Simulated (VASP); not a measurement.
A run of VASP 6.6.1 is set up as follows.

The input POSCAR:

```
BN
1.0
    4.4242230000      0.0000000000      0.0000000000
    0.0000000000      4.4242230000      0.0000000000
    0.0000000000      0.0000000000      2.5503560000
B N
4 4
Direct
    0.1742830000      0.8257170000      0.5000000000
    0.3257170000      0.3257170000      0.0000000000
    0.6742830000      0.6742830000      0.0000000000
    0.8257170000      0.1742830000      0.5000000000
    0.8126010000      0.8126010000      0.5000000000
    0.3126010000      0.6873990000      0.0000000000
    0.6873990000      0.3126010000      0.0000000000
    0.1873990000      0.1873990000      0.5000000000
```

Contents of INCAR.step1:

```
SYSTEM = BN
  PREC = Accurate
  ENCUT = 520
  ISMEAR = 0
  SIGMA = 0.01
  LREAL = .False.
  LASPH = .True.
  NELM = 100
  NBANDS = 26
  GGA = PE
  ALGO = Normal
  EDIFF = 1E-4
  LWAVE = .True.
  LCHARG = .False.
```

Contents of INCAR.step2:

```
SYSTEM = BN
  PREC = Accurate
  ENCUT = 520
  EDIFF = 1E-6
  ISMEAR = 0
  SIGMA = 0.01
  LREAL = .False.
  LASPH = .True.
  NELM = 100
  ALGO = Normal
  ISIF = 2
  LWAVE = .False.
  LCHARG = .False.
  METAGGA = R2SCAN
  LMIXTAU = .True.
  NBANDS = 26
  ISTART = 1
```

File KPOINTS:

```
regular mesh
0
Gamma
  4 4 8
  0 0 0
```

Potentials or basis: VASP PAW PBE potentials, release 64 (B, N).

The run is started by

```bash
$ cat potpaw_PBE.64/B/POTCAR potpaw_PBE.64/N/POTCAR > POTCAR
$ cp INCAR.step1 INCAR
$ mpirun -np 1 vasp_std > vasp.out
$ cp INCAR.step2 INCAR
$ mpirun -np 1 vasp_std > vasp.out
```

What does it give for the pressure?

-4.1 GPa.

Estimate the largest force.

0.056 eV/Å.

Estimate the band gap on the k mesh.

5.42 eV, indirect (least direct gap 6.53 eV).

Stress tensor (GPa, compression positive):
```
-3.89  0.00  0.00
 0.00 -3.89  0.00
 0.00  0.00 -4.48
```

Caveat: the PAW data sets were made with another functional, which shifts forces and pressure a little. r2SCAN opens gaps a little over a GGA but as a rule still falls short of measured ones.
